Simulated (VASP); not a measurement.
# C35N (a cell with a defect) (Graphite 2H) in VASP: notebook, part 2 of 2

VASP 6.6.1. Earlier steps stand in the parts before.

**3. Single point, PBE, collinear spin, ferromagnetic start**

Input file INCAR:

```
PREC = Accurate ; ENCUT = 520
EDIFF = 1E-6 ; ISMEAR = -1
SIGMA = 0.01 ; LREAL = Auto
LASPH = True ; NELM = 150
ALGO = Normal ; ISIF = 2
LWAVE = False ; LCHARG = True
ISPIN = 2 ; MAGMOM = 1 0 0 0 0 0 0 0 0 0 0 0 0 0 0 0 0 0 0 0 0 0 0 0 0 0 0 0 0 0 0 0 0 0 0 0
LORBIT = 11 ; GGA = PE
LELF = True ; LVHAR = True
NBANDS = 100
```

Input file KPOINTS:

```
Automatic mesh
0
Gamma
  3 3 3
```

Input file POSCAR:

```
C35N
1.0
    7.4100000000      0.0000000000      0.0000000000
   -3.7050000000      6.4172482419      0.0000000000
    0.0000000000      0.0000000000      6.7900000000
N C
1 35
Direct
    0.0000000000      0.0000000000      0.0000000000
    0.0000000000      0.3333333333      0.0000000000
    0.0000000000      0.6666666667      0.0000000000
    0.3333333333      0.0000000000      0.0000000000
    0.3333333333      0.3333333333      0.0000000000
    0.3333333333      0.6666666667      0.0000000000
    0.6666666667      0.0000000000      0.0000000000
    0.6666666667      0.3333333333      0.0000000000
    0.6666666667      0.6666666667      0.0000000000
    0.0000000000      0.0000000000      0.5000000000
    0.0000000000      0.3333333333      0.5000000000
    0.0000000000      0.6666666667      0.5000000000
    0.3333333333      0.0000000000      0.5000000000
    0.3333333333      0.3333333333      0.5000000000
    0.3333333333      0.6666666667      0.5000000000
    0.6666666667      0.0000000000      0.5000000000
    0.6666666667      0.3333333333      0.5000000000
    0.6666666667      0.6666666667      0.5000000000
    0.1111111111      0.2222222222      0.0050000000
    0.1111111111      0.5555555556      0.0050000000
    0.1111111111      0.8888888889      0.0050000000
    0.4444444444      0.2222222222      0.0050000000
    0.4444444444      0.5555555556      0.0050000000
    0.4444444444      0.8888888889      0.0050000000
    0.7777777778      0.2222222222      0.0050000000
    0.7777777778      0.5555555556      0.0050000000
    0.7777777778      0.8888888889      0.0050000000
    0.2222222222      0.1111111111      0.5050000000
    0.2222222222      0.4444444444      0.5050000000
    0.2222222222      0.7777777778      0.5050000000
    0.5555555556      0.1111111111      0.5050000000
    0.5555555556      0.4444444444      0.5050000000
    0.5555555556      0.7777777778      0.5050000000
    0.8888888889      0.1111111111      0.5050000000
    0.8888888889      0.4444444444      0.5050000000
    0.8888888889      0.7777777778      0.5050000000
```

Potentials or basis: VASP PAW PBE potentials, release 64 (N, C).

Launch:

```sh
cat potpaw_PBE.64/N/POTCAR potpaw_PBE.64/C/POTCAR > POTCAR
mpirun -np 1 vasp_std > vasp.out
```

OUTCAR:

```text
PREC = Accurate
   ENCUT = 520
   EDIFF = 1E-6
   ISMEAR = -1
   LREAL = Auto
   LASPH = True
   NELM = 150
   ISIF = 2
   ISPIN = 2
   LORBIT = 11
   GGA = PE

 ion  position               nearest neighbor table
   1  0.000  0.000  0.000-  19 1.43  21 1.43  27 1.43
   2  0.000  0.333  0.000-  19 1.43  25 1.43  20 1.43
   3  0.000  0.667  0.000-  21 1.43  20 1.43  26 1.43
   4  0.333  0.000  0.000-  22 1.43  21 1.43  24 1.43
   5  0.333  0.333  0.000-  19 1.43  22 1.43  23 1.43
   6  0.333  0.667  0.000-  24 1.43  20 1.43  23 1.43
[... 28 lines left out ...]
  35  0.889  0.444  0.505-  17 1.43  11 1.43  12 1.43
  36  0.889  0.778  0.505-  10 1.43  12 1.43  18 1.43

  LATTYP: Found a hexagonal cell.
 ALAT       =     7.4100000000
 C/A-ratio  =     0.9163292848

  Lattice vectors:

 A1 = (   7.4100000000,   0.0000000000,   0.0000000000)
 A2 = (  -3.7050000000,   6.4172482419,   0.0000000000)
 A3 = (   0.0000000000,   0.0000000000,   6.7900000000)

Analysis of symmetry for initial positions (statically):
=====================================================================
 Subroutine PRICEL returns:
 Original cell was already a primitive cell.

 Routine SETGRP: Setting up the symmetry group for a
 hexagonal supercell.

 Subroutine GETGRP returns: Found  6 space group operations
 (whereof  6 operations were pure point group operations)
 out of a pool of 24 trial point group operations.

The static configuration has the point symmetry C_3v.

Analysis of symmetry for dynamics (positions and initial velocities):
=====================================================================
 Subroutine PRICEL returns:
 Original cell was already a primitive cell.

 Routine SETGRP: Setting up the symmetry group for a
 hexagonal supercell.

 Subroutine GETGRP returns: Found  6 space group operations
 (whereof  6 operations were pure point group operations)
 out of a pool of 24 trial point group operations.

The dynamic configuration has the point symmetry C_3v.

Analysis of structural, dynamic, and magnetic symmetry:
=====================================================================
 Subroutine PRICEL returns:
 Original cell was already a primitive cell.

 Routine SETGRP: Setting up the symmetry group for a
 hexagonal supercell.

 Subroutine GETGRP returns: Found  6 space group operations
 (whereof  6 operations were pure point group operations)
 out of a pool of 24 trial point group operations.

The overall configuration has the point symmetry C_3v.

 Subroutine INISYM returns: Found  6 space group operations
 (whereof  6 operations are pure point group operations),
 and found     1 'primitive' translations

----------------------------------------------------------------------------------------

                                     Primitive cell

  volume of cell :     322.8768

  direct lattice vectors                    reciprocal lattice vectors
     7.410000000  0.000000000  0.000000000     0.134952767  0.077915016  0.000000000
    -3.705000000  6.417248242  0.000000000     0.000000000  0.155830032  0.000000000
     0.000000000  0.000000000  6.790000000     0.000000000  0.000000000  0.147275405

  length of vectors
[... 141 lines left out ...]
   TEBEG  =    0.0;   TEEND  =   0.0 temperature during run
   PSTRESS=    0.0 pullay stress
   NELECT =     145.0000    total number of electrons
   NUPDOWN=      -1.0000    fix difference up-down
   EMIN   =  10.00;   EMAX   =-10.00  energy-range for DOS
   EFERMI =   0.00;   METHOD = LEGACY
   ISMEAR =    -1;   SIGMA  =   0.01  broadening in eV -4-tet -1-fermi 0-gaus
   EFERMI_NEDOS =   21; number of points for ismear=-14 and -15
   IALGO  =     38    algorithm
   IMIX   =      4    mixing-type and parameters
     AMIX     =   0.40;   BMIX     =  1.00
     AMIX_MAG =   1.60;   BMIX_MAG =  1.00
  volume/ion in A,a.u.               =       8.97        60.52
  Fermi-wavevector in a.u.,A,eV,Ry     =   1.253676  2.369104 21.384316  1.571703
  Thomas-Fermi vector in A             =   2.387517
   LORBIT       =     11    0 simple, 1 ext, 2 COOP (PROOUT), +10 PAW based schemes
   GGA     = PE    functional components
   LHFCALC =     F    Hartree Fock is set to
   AEXX    =    0.0000 exact exchange contribution
   IVDW    =     0    specifies the selected vdW correction
   LEPSILON=     F    determine dielectric tensor
   LRPA    =     F    only Hartree local field effects (RPA)
 spin polarized calculation
  energy-cutoff  :      520.00
  volume of cell :      322.88
 maximum number of plane-waves:      8719
 NGX is ok and might be reduce to    56
   NGX = 27   NGY = 27   NGZ = 25

 number of electron     145.0000001 magnetization       0.2179167

 Free energy of the ion-electron system (eV)
  ---------------------------------------------------
  ext. energy  EPLUGINS =         0.00000000
  ---------------------------------------------------
  free energy    TOTEN  =      -329.63411343 eV

  energy without entropy =     -329.63297286  energy(sigma->0) =     -329.63354314

 E-fermi :   5.1514     XC(G=0): -10.2349

 val. band max:        5.1508347610   @ k =   0.0000   0.0000   0.0000
 cond. band min:       5.1965656080   @ k =   0.3333   0.3333   0.3333
 fundamental gap:      0.0457308470
 Fermi energy:         5.1513915949

 spin component 1

 k-point     1 :       0.0000    0.0000    0.0000
  band No.  band energies     occupation
      1     -17.1479      1.00000
      2     -14.6065      1.00000
      3     -14.3897      1.00000
      4     -13.0699      1.00000
      5     -13.0699      1.00000
      6     -12.7424      1.00000
[... 598 lines left out ...]
     83       8.8774      0.00000
     84       8.8861      0.00000
 Fermi energy:         5.1513915949

 spin component 2

 k-point     1 :       0.0000    0.0000    0.0000
  band No.  band energies     occupation
      1     -17.1171      1.00000
      2     -14.5962      1.00000
      3     -14.3836      1.00000
      4     -13.0550      1.00000
      5     -13.0550      1.00000
      6     -12.7327      1.00000
[... 598 lines left out ...]
     83       8.8821      0.00000
     84       8.8899      0.00000
 [bands above 84 left out]

------------------------ aborting loop because EDIFF is reached ----------------------------------------

  FORCE on cell =-STRESS in cart. coord.  units (eV):
  Direction    XX          YY          ZZ          XY          YZ          ZX
  --------------------------------------------------------------------------------------
  -------------------------------------------------------------------------------------
  Total       -7.1845364     -7.1845364      5.3573483      0.0000000      0.0000000      0.0000000
  in kB      -35.6510652    -35.6510652     26.5842029      0.0000000      0.0000000      0.0000000
  external PRESSURE =     -14.9059759 kB  Pullay stress =       0.0000000 kB

 VOLUME and BASIS-vectors are now :
 -----------------------------------------------------------------------------
  energy-cutoff  :      520.00
  volume of cell :      322.88
      direct lattice vectors                 reciprocal lattice vectors
     7.410000000  0.000000000  0.000000000     0.134952767  0.077915016  0.000000000
    -3.705000000  6.417248242  0.000000000     0.000000000  0.155830032  0.000000000
     0.000000000  0.000000000  6.790000000     0.000000000  0.000000000  0.147275405

 POSITION                                       TOTAL-FORCE (eV/Angst)
 -----------------------------------------------------------------------------------
      0.00000      0.00000      0.00000         0.000000     -0.000000      0.453250
     -1.23500      2.13908      0.00000         0.024332     -0.473921      0.535865
     -2.47000      4.27817      0.00000        -0.398261      0.258033      0.535865
      2.47000      0.00000      0.00000        -0.422594      0.215888      0.535865
      1.23500      2.13908      0.00000        -0.024332     -0.473921      0.535865
     -0.00000      4.27817      0.00000         0.000000     -0.000000      0.561009
[... 28 lines left out ...]
      4.94000      2.85211      3.42895        -0.012680     -0.007321     -0.554541
      3.70500      4.99119      3.42895         0.000000     -0.008413     -0.559966
 -----------------------------------------------------------------------------------
    total drift:                               -0.000001      0.000001      0.032817

  FREE ENERGIE OF THE ION-ELECTRON SYSTEM (eV)
  ---------------------------------------------------
  free  energy   TOTEN  =      -329.6341134261 eV

  energy  without entropy=     -329.6329728624  energy(sigma->0) =     -329.63354314

 total charge

# of ion       s       p       d       tot
------------------------------------------
    1        1.198   2.689   0.000   3.887
    2        0.858   1.783   0.000   2.641
    3        0.858   1.783   0.000   2.641
    4        0.858   1.783   0.000   2.641
    5        0.858   1.783   0.000   2.641
    6        0.862   1.776   0.000   2.637
[... 28 lines left out ...]
   35        0.860   1.787   0.000   2.647
   36        0.860   1.788   0.000   2.648
--------------------------------------------------
tot         31.259  64.953   0.000  96.212

 magnetization (x)

# of ion       s       p       d       tot
------------------------------------------
    1        0.001   0.028   0.000   0.029
    2       -0.000  -0.001   0.000  -0.001
    3       -0.000  -0.001   0.000  -0.001
    4       -0.000  -0.001   0.000  -0.001
    5       -0.000  -0.001   0.000  -0.001
    6       -0.000  -0.001   0.000  -0.002
[... 28 lines left out ...]
   35       -0.000  -0.001   0.000  -0.001
   36       -0.000  -0.001   0.000  -0.001
--------------------------------------------------
tot          0.003   0.113   0.000   0.116
```

Wall time 6.2 min (1 thread of Intel Xeon 6975P-C (Granite Rapids), shared host); peak memory 0.67 GiB.

What came out:

| Quantity | Value |
| --- | --- |
| Free energy | -329.6341 eV |
| Pressure | -1.5 GPa |
| Largest force | 0.716 eV/Å |
| Net moment | 0.22 μB per cell |
| Site moments | N +0.03; C -0.00, -0.01, +0.00, +0.01, +0.02 μB |
| Valence electrons inside the program's atomic spheres | N 3.89; C 2.64, 2.65, 2.58 |

Forces in eV/Å, atoms in the order of the input:
```
N    0.000  0.000  0.453
C    0.024 -0.474  0.536
C   -0.398  0.258  0.536
C   -0.423  0.216  0.536
C   -0.024 -0.474  0.536
C    0.000  0.000  0.561
C    0.423  0.216  0.536
C    0.000  0.000  0.554
C    0.398  0.258  0.536
C    0.000  0.000  0.552
C    0.002  0.017  0.560
C    0.016 -0.007  0.560
C    0.014 -0.011  0.560
C   -0.002  0.017  0.560
C    0.000  0.000  0.560
C   -0.014 -0.011  0.560
C    0.000  0.000  0.560
C   -0.016 -0.007  0.560
C    0.000 -0.271 -0.511
C    0.324  0.187 -0.541
C   -0.235  0.136 -0.511
C    0.111  0.064 -0.547
C   -0.324  0.187 -0.541
C    0.000 -0.374 -0.541
C   -0.111  0.064 -0.547
C    0.000 -0.129 -0.547
C    0.235  0.136 -0.511
C    0.007  0.004 -0.560
C    0.000  0.015 -0.559
C    0.013 -0.008 -0.559
C    0.000  0.015 -0.555
C    0.013 -0.007 -0.555
C   -0.013 -0.008 -0.559
C   -0.007  0.004 -0.560
C   -0.013 -0.007 -0.555
C    0.000 -0.008 -0.560
```

**4. Single point, PBE**

Input file INCAR:

```
SYSTEM = C35N
PREC = Accurate
ENCUT = 520
EDIFF = 1E-7
ISMEAR = -1
SIGMA = 0.01
LREAL = Auto
LASPH = .True.
NELM = 80
ALGO = Normal
ISIF = 2
LWAVE = .False.
LCHARG = .False.
GGA = PE
NBANDS = 96
NELECT = 144.0
```

Input file KPOINTS:

```
regular mesh
0
Gamma
  3 3 3
  0 0 0
```

Input file POSCAR:

```
C35N
1.0
    7.4099999999      0.0000000000      0.0000000000
   -3.7050000000      6.4172482420      0.0000000000
    0.0000000000      0.0000000000      6.7900000000
N C
1 35
Direct
    0.0000000000      0.0000000000      0.0024525760
   -0.0006310404      0.3320410538      0.0024519701
   -0.0006310404      0.6673279058      0.0024519701
    0.3326720942      0.0006310404      0.0024519701
    0.3326720942      0.3320410538      0.0024519701
    0.3333333333      0.6666666667      0.0024730196
    0.6679589462      0.0006310404      0.0024519701
    0.6666666667      0.3333333333      0.0023905517
    0.6679589462      0.6673279058      0.0024519701
    0.0000000000      0.0000000000      0.5025543478
    0.0000344983      0.3333976851      0.5025574449
    0.0000344983      0.6666368132      0.5025574449
    0.3333631868     -0.0000344983      0.5025574449
    0.3333631868      0.3333976851      0.5025574449
    0.3333333333      0.6666666667      0.5025683828
    0.6666023149     -0.0000344983      0.5025574449
    0.6666666667      0.3333333333      0.5025362539
    0.6666023149      0.6666368132      0.5025574449
    0.1101281633      0.2202563265      0.0024548110
    0.1115014742      0.5557507371      0.0024606576
    0.1101281633      0.8898718367      0.0024548110
    0.4446029631      0.2223014816      0.0024198124
    0.4442492629      0.5557507371      0.0024606576
    0.4442492629      0.8884985258      0.0024606576
    0.7776985184      0.2223014816      0.0024198124
    0.7776985184      0.5553970369      0.0024198124
    0.7797436735      0.8898718367      0.0024548110
    0.2223038809      0.1111519405      0.5025500891
    0.2222268066      0.4444536132      0.5025610671
    0.2222268066      0.7777731934      0.5025610671
    0.5555390566      0.1110781131      0.5025430223
    0.5555390566      0.4444609434      0.5025430223
    0.5555463868      0.7777731934      0.5025610671
    0.8888480595      0.1111519405      0.5025500891
    0.8889218869      0.4444609434      0.5025430223
    0.8888480595      0.7776961191      0.5025500891
```

Launch:

```sh
cat potpaw_PBE.64/N/POTCAR potpaw_PBE.64/C/POTCAR > POTCAR
mpirun -np 1 vasp_std > vasp.out
```

Wall time 12 min (1 thread of Oxide Virtual Turin-like, shared host); peak memory 0.4 GiB.

It converged, with:

* Free energy: -334.7667 eV
* Largest force: 0.013 eV/Å

Forces in eV/Å, atoms in the order of the input:
```
N    0.000  0.000 -0.001
C   -0.003  0.000 -0.004
C   -0.002 -0.002 -0.004
C    0.001  0.003 -0.004
C    0.003  0.000 -0.004
C    0.000  0.000 -0.005
C   -0.001  0.003 -0.004
C    0.000  0.000  0.001
C    0.002 -0.002 -0.004
C    0.000  0.000  0.013
C    0.006 -0.001 -0.003
C    0.002  0.005 -0.003
C   -0.004 -0.004 -0.003
C   -0.006 -0.001 -0.003
C    0.000  0.000 -0.003
C    0.004 -0.004 -0.003
C    0.000  0.000 -0.005
C   -0.002  0.005 -0.003
C    0.000  0.004  0.001
C    0.004  0.002  0.007
C    0.003 -0.002  0.001
C    0.005  0.003  0.000
C   -0.004  0.002  0.007
C    0.000 -0.004  0.007
C   -0.005  0.003  0.000
C    0.000 -0.006  0.000
C   -0.003 -0.002  0.001
C    0.003  0.002 -0.003
C    0.000  0.002  0.002
C    0.002 -0.001  0.002
C    0.000  0.007  0.008
C    0.006 -0.003  0.008
C   -0.002 -0.001  0.002
C   -0.003  0.002 -0.003
C   -0.006 -0.003  0.008
C    0.000 -0.003 -0.003
```

Levels at points of the mesh, in eV from the Fermi level:
| k point | band 69 | band 70 | band 71 | band 72 | band 73 | band 74 | band 75 | band 76 |
| --- | --- | --- | --- | --- | --- | --- | --- | --- |
| (0.00, 0.00, 0.00) | -1.07 | -0.53 | -0.21 | -0.21 | 0.19 | 0.19 | 0.46 | 0.75 |

Caveat: the cell carries a net charge on a neutralising background, which shifts energy and pressure; the cell is charged against a uniform background, so pressure and absolute levels hang on convention.
